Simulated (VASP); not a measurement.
Set up this calculation in VASP 6.6.1, as the native input.

* Task: single point
* Functional: BLYP
* Dispersion: D4
* Potentials or basis: VASP PAW PBE potentials, release 64 (Sb)
* Cutoff: 520 eV
* k mesh: 12 × 12 × 12
* Occupations: fermi-dirac, width 0.05 eV
* Spin: no spin polarisation
* Dipole correction: no
* Further INCAR settings: ALGO = Normal; EDIFF = 1e-06; NBANDS = 8

The structure of Sb lies in POSCAR:

```
Sb
1.0
   -1.5695097068      1.5695097068      2.8290635137
    1.5695097068     -1.5695097068      2.8290635137
    1.5695097068      1.5695097068     -2.8290635137
Sb
1
Direct
    0.0000000000      0.0000000000      0.0000000000
```

One way to write it, as run:

INCAR

```
SYSTEM = Sb
PREC = Accurate
ENCUT = 520
EDIFF = 1E-6
ISMEAR = -1
SIGMA = 0.05
LREAL = .FALSE.
LASPH = .TRUE.
NELM = 80
ALGO = Normal
ISIF = 2
LWAVE = .FALSE.
LCHARG = .FALSE.
GGA = B5
ALDAX = 1.0
AGGAX = 1.0
AGGAC = 1.0
ALDAC = 0.0
IVDW = 13
VDW_S6 = 1.0
VDW_S8 = 2.34076671
VDW_A1 = 0.44488865
VDW_A2 = 4.0933009
NBANDS = 8
```

KPOINTS

```
Automatic mesh
0
G
  12 12 12
  0 0 0
```

Potentials or basis: VASP PAW PBE potentials, release 64 (Sb).

Command:

```console
$ cat potpaw_PBE.64/Sb/POTCAR > POTCAR
$ mpirun -np 1 vasp_std > vasp.out
```

It gave:

- Pressure: 0.2 GPa
- Band gap on the k mesh: zero (an odd number of electrons rules out a gap without spin polarisation)
- Dispersion energy per atom: -1.038 eV

Caveat: the dispersion term is far too large for a dense solid, which distorts pressure and volume; the PAW data sets were made with another functional, which shifts forces and pressure a little; spin-orbit coupling is left out, which moves the levels of the heavy elements.

Wall time 66 s on 1 thread of Intel Xeon 8259CL (shared host), peak memory 0.18 GiB.
